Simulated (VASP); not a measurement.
Hf, 1 atom in the cell. It takes space group Fm-3m (No. 225, cubic). The conventional cell has a = 4.440 Å, b = 4.440 Å, c = 4.440 Å, α = 90.00°, β = 90.00°, γ = 90.00°. Within 4.1 Å of Hf (site symmetry m-3m) lie 12 Hf at 3.14 Å. 

- Program: VASP 6.6.1
- Task: single point
- Functional: r2SCAN
- Potentials or basis: VASP PAW PBE potentials, release 64 (Hf_pv)
- Cutoff: 550 eV
- k mesh: 8 × 8 × 8
- Occupations: gaussian, width 0.1 eV
- Spin: no spin polarisation
- Dipole correction: no
- Further INCAR settings: ALGO = Normal; EDIFF = 1e-06; NBANDS = 11

Potentials or basis: VASP PAW PBE potentials, release 64 (Hf_pv).

Launch:

```sh
$ cat potpaw_PBE.64/Hf_pv/POTCAR > POTCAR
$ cp INCAR.step1 INCAR
$ mpirun -np 1 vasp_std > vasp.out
$ cp INCAR.step2 INCAR
$ mpirun -np 1 vasp_std > vasp.out
```

Hardware: 1 thread of Intel(R) Xeon(R) Platinum 8488C (Sapphire Rapids), with other jobs on the host.

Problem. How long does it take, and how much memory?

Solution. It took 13 s on 1 thread of Intel(R) Xeon(R) Platinum 8488C (Sapphire Rapids) (shared host), peak memory 0.15 GiB. Counts: k points 29.
